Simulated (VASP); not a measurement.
# PbS (R3m) in VASP: single point with r2SCAN

Aim: the single point of PbS with r2SCAN.

All numbers are computed with VASP 6.6.1; they aren't measurements. Logs are shortened: lines on timing, memory, paths and dates and some standing lists are left out, and cuts for length are marked.

**1. The cell of the first run**

It takes space group R3m (No. 160, trigonal). Conventional cell: a = 4.224 Å, b = 4.224 Å, c = 10.353 Å, α = 90.00°, β = 90.00°, γ = 120.00°. Within 3.9 Å of Pb (site symmetry 3m) lie 6 S at 2.98 to 2.99 Å. S (site symmetry 3m) has 6 Pb at 2.98 to 2.99 Å within 3.9 Å.

**2. Single point, r2SCAN**

Contents of POSCAR:

```
PbS
1.0
    2.1119725129      1.2193478988      3.4508715040
   -2.1119725129      1.2193478988      3.4508715040
    0.0000000000     -2.4386957977      3.4508715040
Pb S
1 1
Direct
    0.9781509158      0.9781509158      0.9781509158
    0.4774504142      0.4774504142      0.4774504142
```

Contents of INCAR.step1:

```
PREC     = Accurate       # precision mode
ENCUT    = 520            # plane-wave cutoff, eV
ISMEAR   = 0              # smearing method
SIGMA    = 0.05           # smearing width, eV
LREAL    = False          # projectors in reciprocal space
LASPH    = True           # aspherical terms in the spheres
NELM     = 60             # most SCF steps
NBANDS   = 17             # bands
GGA      = PE             # functional
ALGO     = Normal         # electronic algorithm
EDIFF    = 1E-4           # SCF threshold, eV
LWAVE    = True           # write WAVECAR
LCHARG   = False          # write CHGCAR
```

Contents of INCAR.step2:

```
PREC     = Accurate       # precision mode
ENCUT    = 520            # plane-wave cutoff, eV
EDIFF    = 1E-6           # SCF threshold, eV
ISMEAR   = 0              # smearing method
SIGMA    = 0.05           # smearing width, eV
LREAL    = False          # projectors in reciprocal space
LASPH    = True           # aspherical terms in the spheres
NELM     = 60             # most SCF steps
ALGO     = Normal         # electronic algorithm
ISIF     = 2              # what is computed and relaxed
LWAVE    = False          # write WAVECAR
LCHARG   = False          # write CHGCAR
METAGGA  = R2SCAN         # meta-GGA
LMIXTAU  = True         
NBANDS   = 17             # bands
ISTART   = 1
```

Contents of KPOINTS:

```
regular mesh
0
Gamma
  9 9 9
```

Potentials or basis: VASP PAW PBE potentials, release 64 (Pb_d, S).

On the command line:

```console
$ cat potpaw_PBE.64/Pb_d/POTCAR potpaw_PBE.64/S/POTCAR > POTCAR
$ cp INCAR.step1 INCAR
$ mpirun -np 1 vasp_std > vasp.out
$ cp INCAR.step2 INCAR
$ mpirun -np 1 vasp_std > vasp.out
```

OUTCAR:

```text
PREC = Accurate
   ENCUT = 520
   EDIFF = 1E-6
   ISMEAR = 0
   LREAL = False
   LASPH = True
   NELM = 60
   ISIF = 2
   METAGGA = R2SCAN
   ISTART = 1

 ion  position               nearest neighbor table
   1  0.978  0.978  0.978-   2 2.98   2 2.98   2 2.98   2 2.99   2 2.99   2 2.99
   2  0.477  0.477  0.477-   1 2.98   1 2.98   1 2.98   1 2.99   1 2.99   1 2.99

  LATTYP: Found a trigonal (rhomboedric) cell.
 ALAT       =     4.2256066228
 COS(alpha) =     0.5003931436

  Lattice vectors:

 A1 = (   2.1119725129,   1.2193478988,   3.4508715040)
 A2 = (  -2.1119725129,   1.2193478988,   3.4508715040)
 A3 = (   0.0000000000,  -2.4386957977,   3.4508715040)

Analysis of symmetry for initial positions (statically):
=====================================================================
 Subroutine PRICEL returns:
 Original cell was already a primitive cell.

 Routine SETGRP: Setting up the symmetry group for a
 trigonal (rhombohedral) supercell.

 Subroutine GETGRP returns: Found  6 space group operations
 (whereof  6 operations were pure point group operations)
 out of a pool of 12 trial point group operations.

The static configuration has the point symmetry C_3v.

Analysis of symmetry for dynamics (positions and initial velocities):
=====================================================================
 Subroutine PRICEL returns:
 Original cell was already a primitive cell.

 Routine SETGRP: Setting up the symmetry group for a
 trigonal (rhombohedral) supercell.

 Subroutine GETGRP returns: Found  6 space group operations
 (whereof  6 operations were pure point group operations)
 out of a pool of 12 trial point group operations.

The dynamic configuration has the point symmetry C_3v.

 Subroutine INISYM returns: Found  6 space group operations
 (whereof  6 operations are pure point group operations),
 and found     1 'primitive' translations

----------------------------------------------------------------------------------------

                                     Primitive cell

  volume of cell :      53.3207

  direct lattice vectors                    reciprocal lattice vectors
     2.111972513  1.219347899  3.450871504     0.236745505  0.136685081  0.096593957
    -2.111972513  1.219347899  3.450871504    -0.236745505  0.136685081  0.096593957
     0.000000000 -2.438695798  3.450871504     0.000000000 -0.273370163  0.096593957

  length of vectors
     4.225606623  4.225606623  4.225606623     0.289933852  0.289933852  0.289933852

  position of ions in fractional coordinates (direct lattice)
     0.978150916  0.978150916  0.978150916
     0.477450414  0.477450414  0.477450414

  ion indices of the primitive-cell ions
   primitive index   ion index
                 1           1
                 2           2

----------------------------------------------------------------------------------------

 KPOINTS: regular mesh

Automatic generation of k-mesh.
 Grid dimensions read from file:
 generate k-points for:    9    9    9

 Generating k-lattice:

  Cartesian coordinates                     Fractional coordinates (reciprocal lattice)
     0.026305056  0.015187231  0.010732662     0.111111111  0.000000000  0.000000000
    -0.026305056  0.015187231  0.010732662     0.000000000  0.111111111  0.000000000
     0.000000000 -0.030374463  0.010732662     0.000000000  0.000000000  0.111111111

  Length of vectors
     0.032214872  0.032214872  0.032214872

  Shift w.r.t. Gamma in fractional coordinates (k-lattice)
     0.000000000  0.000000000  0.000000000

 Subroutine IBZKPT returns following result:
 ===========================================

 Found     85 irreducible k-points:

 Following reciprocal coordinates:
            Coordinates               Weight
  0.000000  0.000000  0.000000      1.000000
  0.111111  0.000000  0.000000      6.000000
  0.222222 -0.000000 -0.000000      6.000000
  0.333333 -0.000000 -0.000000      6.000000
  0.444444 -0.000000 -0.000000      6.000000
  0.111111  0.111111  0.000000      6.000000
[... 16 lines left out ...]
 -0.333333  0.333333  0.000000      6.000000
  0.444444  0.444444 -0.000000      6.000000
 [... further k-points ...]
   k-points           NKPTS =     85   k-points in BZ     NKDIM =     85   number of bands    NBANDS=     17
   number of dos      NEDOS =    301   number of ions     NIONS =      2
   total plane-waves  NPLWV =  32768
   dimension x,y,z NGX =    32 NGY =   32 NGZ =   32
   dimension x,y,z NGXF=    64 NGYF=   64 NGZF=   64
   ions per type =               1   1
   NGX,Y,Z   is equivalent  to a cutoff of  12.59, 12.59, 12.59 a.u.
   NGXF,Y,Z  is equivalent  to a cutoff of  25.18, 25.18, 25.18 a.u.
 SYSTEM =  unknown system
   PREC   = accura    normal or accurate (medium, high low for compatibility)
   ISTART =      1    job   : 0-new  1-cont  2-samecut
   ICHARG =      0    charge: 1-file 2-atom 10-const
   ISPIN  =      1    spin polarized calculation?
   LNONCOLLINEAR =      F non collinear calculations
   LSORBIT =      F    spin-orbit coupling
   LASPH  =      T    aspherical Exc in radial PAW
   ENCUT  =  520.0 eV  38.22 Ry    6.18 a.u.   7.86  7.86  7.86*2*pi/ulx,y,z
   NELM   =     60;   NELMIN=  2; NELMDL=  0     # of ELM steps
   EDIFF  = 0.1E-05   stopping-criterion for ELM
   LREAL  =      F    real-space projection
   EDIFFG = 0.1E-04   stopping-criterion for IOM
   NSW    =      0    number of steps for IOM
   IBRION =     -1    ionic relax: 0-MD 1-quasi-New 2-CG
   NFREE  =      0    steps in history (QN), initial steepest desc. (CG)
   ISIF   =      2    stress and relaxation
   ISYM   =      2    0-nonsym 1-usesym 2-fastsym
   POTIM  = 0.5000    time-step for ionic-motion
   TEBEG  =    0.0;   TEEND  =   0.0 temperature during run
   PSTRESS=    0.0 pullay stress
   NELECT =      20.0000    total number of electrons
   NUPDOWN=      -1.0000    fix difference up-down
   EMIN   =  10.00;   EMAX   =-10.00  energy-range for DOS
   EFERMI =   0.00;   METHOD = LEGACY
   ISMEAR =     0;   SIGMA  =   0.05  broadening in eV -4-tet -1-fermi 0-gaus
   EFERMI_NEDOS =   21; number of points for ismear=-14 and -15
   IALGO  =     38    algorithm
   IMIX   =      4    mixing-type and parameters
     AMIX     =   0.40;   BMIX     =  1.00
     AMIX_MAG =   1.60;   BMIX_MAG =  1.00
  volume/ion in A,a.u.               =      26.66       179.91
  Fermi-wavevector in a.u.,A,eV,Ry     =   1.180646  2.231096 18.965485  1.393924
  Thomas-Fermi vector in A             =   2.316934
   LORBIT       =      0    0 simple, 1 ext, 2 COOP (PROOUT), +10 PAW based schemes
   METAGGA = R2SCAN    functional components
   LHFCALC =     F    Hartree Fock is set to
   AEXX    =    0.0000 exact exchange contribution
   IVDW    =     0    specifies the selected vdW correction
   LEPSILON=     F    determine dielectric tensor
   LRPA    =     F    only Hartree local field effects (RPA)
 non-spin polarized calculation
 Gauss-broadening in eV      SIGMA  =   0.05
  energy-cutoff  :      520.00
  volume of cell :       53.32
 maximum number of plane-waves:      1459
   NGX = 15   NGY = 15   NGZ = 15

 number of electron      19.9999999 magnetization

 Free energy of the ion-electron system (eV)
  ---------------------------------------------------
  ext. energy  EPLUGINS =         0.00000000
  ---------------------------------------------------
  free energy    TOTEN  =       -65.61209785 eV

  energy without entropy =      -65.61209785  energy(sigma->0) =      -65.61209785

 E-fermi :   5.5558     XC(G=0): -10.1453

 val. band max:        5.2605097597   @ k =   0.4444   0.4444   0.4444
 cond. band min:       6.2733338117   @ k =   0.4444  -0.0000  -0.0000
 fundamental gap:      1.0128240520
 Fermi energy:         5.5558036393

 k-point     1 :       0.0000    0.0000    0.0000
  band No.  band energies     occupation
      1     -12.0032      2.00000
      2     -12.0032      2.00000
      3     -12.0032      2.00000
      4     -11.9866      2.00000
      5     -11.9866      2.00000
      6      -8.5989      2.00000
[... 9 lines left out ...]
     16      12.6091      0.00000
     17      14.5307      0.00000

 k-point     2 :       0.1111    0.0000    0.0000
  band No.  band energies     occupation
      1     -12.0026      2.00000
      2     -12.0006      2.00000
      3     -12.0006      2.00000
      4     -11.9877      2.00000
      5     -11.9876      2.00000
      6      -8.4949      2.00000
[... 9 lines left out ...]
     16      12.9128      0.00000
     17      15.5459      0.00000

 k-point     3 :       0.2222   -0.0000   -0.0000
  band No.  band energies     occupation
      1     -12.0038      2.00000
      2     -12.0036      2.00000
      3     -12.0014      2.00000
      4     -11.9812      2.00000
      5     -11.9810      2.00000
      6      -8.2018      2.00000
[... 9 lines left out ...]
     16      13.6227      0.00000
     17      17.3234      0.00000

 k-point     4 :       0.3333   -0.0000   -0.0000
  band No.  band energies     occupation
      1     -12.0128      2.00000
      2     -12.0125      2.00000
      3     -12.0004      2.00000
      4     -11.9682      2.00000
      5     -11.9680      2.00000
      6      -7.7937      2.00000
[... 9 lines left out ...]
     16      14.6654      0.00000
     17      18.1362      0.00000
[... 343 lines left out ...]
      1     -12.1026      2.00000
      2     -12.0092      2.00000
      3     -11.9797      2.00000
      4     -11.9613      2.00000
      5     -11.9531      2.00000
      6      -7.0249      2.00000
[... 9 lines left out ...]
     16      16.8373      0.00000
     17      18.5037      0.00000

 k-point    23 :      -0.3333    0.3333    0.0000
  band No.  band energies     occupation
      1     -12.0776      2.00000
      2     -11.9936      2.00000
      3     -11.9906      2.00000
      4     -11.9725      2.00000
      5     -11.9602      2.00000
      6      -7.0626      2.00000
[... 9 lines left out ...]
     16      16.0082      0.00000
     17      17.8893      0.00000

 k-point    24 :       0.4444    0.4444   -0.0000
  band No.  band energies     occupation
      1     -12.1342      2.00000
      2     -12.0253      2.00000
      3     -11.9635      2.00000
      4     -11.9491      2.00000
      5     -11.9490      2.00000
      6      -7.0400      2.00000
[... 9 lines left out ...]
     16      18.1989      0.00000
     17      18.2680      0.00000

 [... further k-points ...]

------------------------ aborting loop because EDIFF is reached ----------------------------------------

  FORCE on cell =-STRESS in cart. coord.  units (eV):
  Direction    XX          YY          ZZ          XY          YZ          ZX
  --------------------------------------------------------------------------------------
  -------------------------------------------------------------------------------------
  Total       -0.0106443     -0.0106443     -0.0181621      0.0000000      0.0000000      0.0000000
  in kB       -0.3198387     -0.3198387     -0.5457340      0.0000000      0.0000000      0.0000000
  external PRESSURE =      -0.3951371 kB  Pullay stress =       0.0000000 kB

 VOLUME and BASIS-vectors are now :
 -----------------------------------------------------------------------------
  energy-cutoff  :      520.00
  volume of cell :       53.32
      direct lattice vectors                 reciprocal lattice vectors
     2.111972513  1.219347899  3.450871504     0.236745505  0.136685081  0.096593957
    -2.111972513  1.219347899  3.450871504    -0.236745505  0.136685081  0.096593957
     0.000000000 -2.438695798  3.450871504     0.000000000 -0.273370163  0.096593957

 POSITION                                       TOTAL-FORCE (eV/Angst)
 -----------------------------------------------------------------------------------
      0.00000     -0.00000     10.12642         0.000000      0.000000     -0.001363
      0.00000     -0.00000      4.94286         0.000000     -0.000000      0.001363
 -----------------------------------------------------------------------------------
    total drift:                                0.000000     -0.000000      0.000311

  FREE ENERGIE OF THE ION-ELECTRON SYSTEM (eV)
  ---------------------------------------------------
  free  energy   TOTEN  =       -65.6120978530 eV

  energy  without entropy=      -65.6120978530  energy(sigma->0) =      -65.61209785
```

Wall time 7.7 min (1 thread of AMD EPYC 7R13, shared host); peak memory 0.2 GiB.

What came out:

- Free energy: -65.6121 eV
- Pressure: 0.0 GPa

Caveat: this odd mesh misses L, where the gap lies, so gap, dielectric constants and Born charges aren't listed; the PAW data sets were made with another functional, which shifts forces and pressure a little; spin-orbit coupling is left out, which moves the levels of the heavy elements.
